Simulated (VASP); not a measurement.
Wanted: the native input for a VASP 6.6.1 run.

```
Task                   : relaxation of cell and atoms
Functional             : PBE
Dispersion             : D3(BJ)
Potentials or basis    : VASP PAW PBE potentials, release 64 (Hf_pv, O)
Cutoff                 : 600 eV
k mesh                 : 8 × 8 × 8
Occupations            : gaussian, width 0.02 eV
Spin                   : no spin polarisation
Dipole correction      : no
Further INCAR settings : ALGO = Normal; EDIFF = 1e-06; IBRION = 2; EDIFFG = -0.005; NSW = 70; ISIF = 3
```

The structure of HfO2 lies in POSCAR:

```
HfO2
1.0
    0.0000000000      2.5488057610      2.5488057610
    2.5488057610      0.0000000000      2.5488057610
    2.5488057610      2.5488057610      0.0000000000
Hf O
1 2
Direct
    0.0000000000      0.0000000000      0.0000000000
    0.2500000000      0.2500000000      0.2500000000
    0.7500000000      0.7500000000      0.7500000000
```

The input as run:

INCAR

```
SYSTEM = HfO2
PREC = Accurate
ENCUT = 600
EDIFF = 1E-6
ISMEAR = 0
SIGMA = 0.02
LREAL = .False.
LASPH = .True.
NELM = 100
ALGO = Normal
ISIF = 3
LWAVE = .False.
LCHARG = .False.
GGA = PE
IVDW = 12
IBRION = 2
NSW = 70
EDIFFG = -0.005
```

KPOINTS

```
Automatic mesh
0
Gamma
  8 8 8
  0 0 0
```

Potentials or basis: VASP PAW PBE potentials, release 64 (Hf_pv, O).

Launch:

```sh
$ cat potpaw_PBE.64/Hf_pv/POTCAR potpaw_PBE.64/O/POTCAR > POTCAR
$ mpirun -np 1 vasp_std > vasp.out
```

Results of the run:

```yaml
Relaxed_volume: 10.71 Å³/atom
Relaxed_cell: a = 3.568 Å, b = 3.568 Å, c = 3.568 Å, α = 60.00°, β = 60.00°, γ = 60.00°
Space_group_after_relaxing_to_0.05_Å: Fm-3m (No. 225)
Energy_gained_by_relaxing: 8.0 meV/atom
Ionic_steps: 3
Pressure_after_relaxing: 0.0 GPa
Band_gap_on_the_k_mesh: 3.84 eV, direct
Dispersion_energy_per_atom: -0.243 eV
```

Caveat: spin-orbit coupling is left out, which moves the levels of the heavy elements.

Wall time 22 s on 1 thread of Intel(R) Xeon(R) 6975P-C (Granite Rapids) (shared host), peak memory 0.19 GiB.
